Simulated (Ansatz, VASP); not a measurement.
**Two plane-wave programs on Sr2OsBrO3**

INCAR

```
SYSTEM = Sr2OsBrO3
PREC     = Accurate       ! precision mode
ENCUT    = 520            ! plane-wave cutoff, eV
EDIFF    = 1E-7           ! SCF threshold, eV
ISMEAR   = -1             ! smearing method
SIGMA    = 0.1            ! smearing width, eV
LREAL    = .False.        ! projectors in reciprocal space
LASPH    = .True.         ! aspherical terms in the spheres
NELM     = 100            ! most SCF steps
ALGO     = Normal         ! electronic algorithm
ISIF     = 2              ! what is computed and relaxed
LWAVE    = .False.        ! write WAVECAR
LCHARG   = .True.         ! write CHGCAR
GGA      = PS             ! functional
LELF     = .True.         ! ELF
LVHAR    = .True.       
NBANDS   = 66             ! bands
```

File KPOINTS:

```
Automatic mesh
0
Gamma
  9 9 3
  0 0 0
```

POSCAR

```
Sr2OsBrO3
1.0
    3.9707637400      0.0000000000      0.0000000000
    0.0000000000      3.9707637400      0.0000000000
    0.0000000000      0.0000000000     15.3060339300
O Br Os Sr
6 2 2 4
Direct
    0.7500000000      0.2500000000      0.2177100000
    0.2500000000      0.7500000000      0.2177100000
    0.2500000000      0.7500000000      0.7822900000
    0.7500000000      0.2500000000      0.7822900000
    0.7500000000      0.7500000000      0.0707000000
    0.2500000000      0.2500000000      0.9293000000
    0.7500000000      0.7500000000      0.4158000000
    0.2500000000      0.2500000000      0.5842000000
    0.7500000000      0.7500000000      0.1956600000
    0.2500000000      0.2500000000      0.8043400000
    0.2500000000      0.2500000000      0.3252000000
    0.7500000000      0.7500000000      0.6748000000
    0.2500000000      0.2500000000      0.0910000000
    0.7500000000      0.7500000000      0.9090000000
```

Input for Ansatz:

```yaml
crystal:
  lattice:
    - [3.97076374, 0.0, 0.0]
    - [0.0, 3.97076374, 0.0]
    - [0.0, 0.0, 15.30603393]
  atoms:
    - { symbol: O, position: [0.75, 0.25, 0.21771] }
    - { symbol: O, position: [0.25, 0.75, 0.21771] }
    - { symbol: O, position: [0.25, 0.75, 0.78229] }
    - { symbol: O, position: [0.75, 0.25, 0.78229] }
    - { symbol: Br, position: [0.75, 0.75, 0.4158] }
    - { symbol: Br, position: [0.25, 0.25, 0.5842] }
    - { symbol: Os, position: [0.75, 0.75, 0.19566] }
    - { symbol: Os, position: [0.25, 0.25, 0.80434] }
    - { symbol: Sr, position: [0.25, 0.25, 0.3252] }
    - { symbol: Sr, position: [0.75, 0.75, 0.6748] }
    - { symbol: O, position: [0.75, 0.75, 0.0707] }
    - { symbol: O, position: [0.25, 0.25, 0.9293] }
    - { symbol: Sr, position: [0.25, 0.25, 0.091] }
    - { symbol: Sr, position: [0.75, 0.75, 0.909] }
  symmetry: { tolerance: 0.0003 }
kpoints:
  mp_grid: { grid: [9, 9, 3], shift: [0, 0, 0] }
  band_path:
    path:
      - [0.0, 0.0, 0.0]
      - [0.0, 0.5, 0.0]
      - [0.5, 0.5, 0.0]
      - [0.0, 0.0, 0.0]
      - [0.0, 0.0, 0.5]
      - [0.0, 0.5, 0.5]
      - [0.5, 0.5, 0.5]
      - [0.0, 0.0, 0.5]
      - [0.0, 0.5, 0.0]
      - [0.0, 0.5, 0.5]
      - [0.5, 0.5, 0.0]
    npoints: 6
magnetization:
  spin_polarized: false
scf:
  occupations: { method: fermi_dirac }
  lower_state_search: "off"
  max_iter: 200
hamiltonian:
  pseudopotentials: { kind: paw }
  xc: pbesol
basis:
  ecutwfc: 420
  fft_grid_basis: typed
output:
  forces: true
  stress: true
  eigenvalues: true
  populations: true
  elf: true
  write_potential: true
  volumetric_format: npy
  dos:
    e_range: [-12, 8]
    de: 0.05
    projected: { site_lists: { Br: [Br], O: [O], Os: [Os], Sr: [Sr] } }
checkpoint:
  read: saved_state
```

Alike in both runs: task single point; functional PBEsol; k mesh 9 × 9 × 3; no spin polarisation.

|  | VASP | Ansatz |
| --- | --- | --- |
| version | VASP 6.6.1 | Ansatz 0.2.0 |
| potentials or method | VASP PAW PBE potentials, release 64 (O, Br, Os, Sr_sv), cutoff 520 eV | PAW plane waves |
| occupations | fermi-dirac, width 0.1 eV | fermi-dirac |
| valence electrons in the cell | 106 | 122 |

|  | VASP | Ansatz | Ansatz less VASP |
| --- | --- | --- | --- |
| pressure (GPa) | 1.2 | 0.0 | -1.24 |
| rms of the force components (eV/Å) | 1.034 | 0.964 | -0.0695 |

VASP's potentials were made for PBE, not for PBEsol. VASP's potentials hold 106 valence electrons a cell and Ansatz's 122, so a difference there can come from the potentials and not from the codes.

Spin-orbit coupling is off throughout.
